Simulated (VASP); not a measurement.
Crystal: CdRu2.

```xyz
6
Lattice="0.0000 3.6896 3.6896 3.6896 0.0000 3.6896 3.6896 3.6896 0.0000" Properties=species:S:1:pos:R:3 pbc="T T T"
Cd    0.0000    0.0000    0.0000
Cd    1.8448    1.8448    1.8448
Ru    4.6120    4.6120    4.6120
Ru    4.6120    2.7672    2.7672
Ru    2.7672    2.7672    4.6120
Ru    2.7672    4.6120    2.7672
```

* Program: VASP 6.6.1
* Task: relaxation of cell and atoms
* Functional: r2SCAN
* Potentials or basis: VASP PAW PBE potentials, release 64 (Cd_sv_GW, Ru_sv)
* Cutoff: 660 eV
* k mesh: 4 × 4 × 4
* Occupations: gaussian, width 0.1 eV
* Spin: no spin polarisation

At the start: pressure -7.0 GPa; volume 16.74 Å³/atom.

Question: Where does the relaxation end?

Answer: Over 3 steps the energy falls by 14.5 meV/atom and the volume is 16.11 Å³/atom (-3.8 %); space group Fd-3m (No. 227, to 0.1 Å) before and after.

Step by step:
| step | energy change (eV) | largest force (eV/Å) | pressure (GPa) | volume (Å³) |
| --- | --- | --- | --- | --- |
| 1 | 0.0000 | 0.0000 | -6.96 | 100.46 |
| 2 | 0.2013 | 0.0000 | 15.54 | 90.24 |
| 3 | -0.0872 | 0.0000 | -0.16 | 96.67 |

Final structure:
```
CELL_PARAMETERS angstrom
0.00000 3.64265 3.64265
3.64265 0.00000 3.64265
3.64265 3.64265 0.00000
ATOMIC_POSITIONS crystal
Cd 0.00000 0.00000 0.00000
Cd 0.25000 0.25000 0.25000
Ru 0.62500 0.62500 0.62500
Ru 0.12500 0.62500 0.62500
Ru 0.62500 0.62500 0.12500
Ru 0.62500 0.12500 0.62500
```

Caveat: the k points lie up to 0.37 Å⁻¹ apart in the final cell; the PAW data sets were made with another functional, which shifts forces and pressure a little.
